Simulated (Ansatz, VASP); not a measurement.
# Two plane-wave programs on SiO2

The input INCAR:

```
PREC = Accurate ; ENCUT = 520
EDIFF = 1E-7 ; ISMEAR = 0
SIGMA = 0.05 ; LREAL = F
LASPH = T ; NELM = 80
ALGO = Normal ; ISIF = 2
LWAVE = F ; LCHARG = T
GGA = PE ; LELF = T
LVHAR = T ; NBANDS = 25
```

KPOINTS

```
regular mesh
0
Gamma
  6 6 8
```

The input POSCAR:

```
SiO2
1.0
    4.2994000000      0.0000000000      0.0000000000
    0.0000000000      4.2994000000      0.0000000000
    0.0000000000      0.0000000000      2.6091000000
Si O
2 4
Direct
    0.5000000000      0.5000000000      0.5000000000
    0.0000000000      0.0000000000      0.0000000000
    0.6930127928      0.6930127928      0.0000000000
    0.1930127928      0.8069872072      0.5000000000
    0.3069872072      0.3069872072      0.0000000000
    0.8069872072      0.1930127928      0.5000000000
```

Input for Ansatz:

```yaml
crystal:
  lattice:
    - [4.2994, 0.0, 0.0]
    - [0.0, 4.2994, 0.0]
    - [0.0, 0.0, 2.6091]
  atoms:
    - { symbol: Si, position: [0.5, 0.5, 0.5] }
    - { symbol: Si, position: [0.0, 0.0, 0.0] }
    - { symbol: O, position: [0.6930127928, 0.6930127928, 0.0] }
    - { symbol: O, position: [0.1930127928, 0.8069872072, 0.5] }
    - { symbol: O, position: [0.3069872072, 0.3069872072, 0.0] }
    - { symbol: O, position: [0.8069872072, 0.1930127928, 0.5] }
basis:
  ecutwfc: 520.0
kpoints:
  mp_grid: { grid: [6, 6, 8] }
hamiltonian:
  xc: pbe
  pseudopotentials: { kind: paw, azcp: { folder: soft_1 } }
scf:
  occupations: { method: gaussian, width: 0.05 }
output:
  forces: true
  stress: true
  eigenvalues: true
  write_density: true
  write_potential: true
  elf: true
  volumetric_format: npy
```

Alike in both runs: task single point; functional PBE; k mesh 6 × 6 × 8; occupations gaussian, width 0.05 eV; no spin polarisation.

|  | VASP | Ansatz |
| --- | --- | --- |
| version | VASP 6.6.1 | Ansatz 0.2.0 |
| potentials or method | VASP PAW PBE potentials, release 64 (Si, O), cutoff 520 eV | scalar-relativistic, plane waves, PAW |
| valence electrons in the cell | 32 | 32 |

|  | VASP | Ansatz | Ansatz less VASP |
| --- | --- | --- | --- |
| gap on the k mesh at the Fermi level (eV) | 5.20 | 5.22 | +0.023 |
| least direct gap on the mesh (eV) | 5.20 | 5.22 | +0.023 |
| pressure (GPa) | 3.2 | 2.9 | -0.29 |
| traceless stress, the component that is largest in VASP (GPa) | 14.79 | 14.17 | -0.617 |
| rms of the force components (eV/Å) | 0.139 | 0.155 | +0.0150 |

Atom by atom the forces differ by 0.015 eV/Å (rms over components). With one functional, cell and mesh, what is left measures potentials, basis and numerics.
